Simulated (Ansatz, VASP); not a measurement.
# HfO3: VASP beside Ansatz

INCAR

```
SYSTEM = HfO3
  PREC = Accurate
  ENCUT = 600
  EDIFF = 1E-6
  ISMEAR = 0
  SIGMA = 0.1
  LREAL = .False.
  LASPH = .True.
  NELM = 80
  ALGO = Normal
  ISIF = 3
  LWAVE = .False.
  LCHARG = .False.
  GGA = PE
  IBRION = 2
  NSW = 90
  EDIFFG = -0.04
```

File KPOINTS:

```
Automatic mesh
0
Gamma
  6 6 6
  0 0 0
```

POSCAR

```
HfO3
1.0
    3.5436765700      0.0000000000      0.0000000000
    0.0000000000      3.5436765700      0.0000000000
    0.0000000000      0.0000000000      3.5072524200
Hf O
1 3
Direct
    0.0000000000      0.0000000000      0.0000000000
    0.0000000000      0.5000000000      0.5000000000
    0.5000000000      0.0000000000      0.5000000000
    0.5000000000      0.5000000000      0.0000000000
```

Input for Ansatz:

```yaml
crystal:
  lattice:
    - [3.54367657, 0.0, 0.0]
    - [0.0, 3.54367657, 0.0]
    - [0.0, 0.0, 3.50725242]
  atoms:
    - { symbol: Hf, position: [0.0, 0.0, 0.0] }
    - { symbol: O, position: [0.0, 0.5, 0.5] }
    - { symbol: O, position: [0.5, 0.0, 0.5] }
    - { symbol: O, position: [0.5, 0.5, 0.0] }
basis:
  ecutwfc: 420
kpoints:
  mp_grid: { grid: [6, 6, 6] }
hamiltonian:
  xc: pbe
scf:
  occupations: { method: gaussian, width: 0.1 }
  lower_state_search: "off"
output:
  forces: true
  stress: true
  eigenvalues: true
relax:
  adjacent_minimum: "off"
  f_tol: 0.04
  max_steps: 70
  cell: { stress_tol: 0.4 }
```

Change from the starting cell: species swapped into the Cu3Pd type (P4/mmm, No. 123).

Alike in both runs: task relaxation of cell and atoms; functional PBE; k mesh 6 × 6 × 6; occupations gaussian, width 0.1 eV; no spin polarisation.

```csv
,VASP,Ansatz
version,VASP 6.6.1,Ansatz 0.2.0
potentials or method,"VASP PAW PBE potentials, release 64 (Hf_pv, O), cutoff 600 eV","scalar-relativistic, plane waves, PAW"
valence electrons in the cell,28,44
```

VASP gave:

| Quantity | Value |
| --- | --- |
| gap on the k mesh at the Fermi level, each at its own relaxed structure (eV) | none |
| relaxed volume (Å³/atom) | 9.03 |
| relaxed cell length with the largest relative difference (Å) | 3.296 |

Q: What did Ansatz give for the same quantities?

A: gap on the k mesh at the Fermi level, each at its own relaxed structure (eV): none; relaxed volume (Å³/atom): 9.18; relaxed cell length with the largest relative difference (Å): 3.323.

A gap of «none» marks a metal or a gap that the smearing closes. VASP's potentials hold 28 valence electrons a cell and Ansatz's 44, so a difference there can come from the potentials and not from the codes.

Neither program's run includes spin-orbit coupling. Noted on VASP's run: the volume moved by over 15 % at a fixed basis, so the end points are rough.
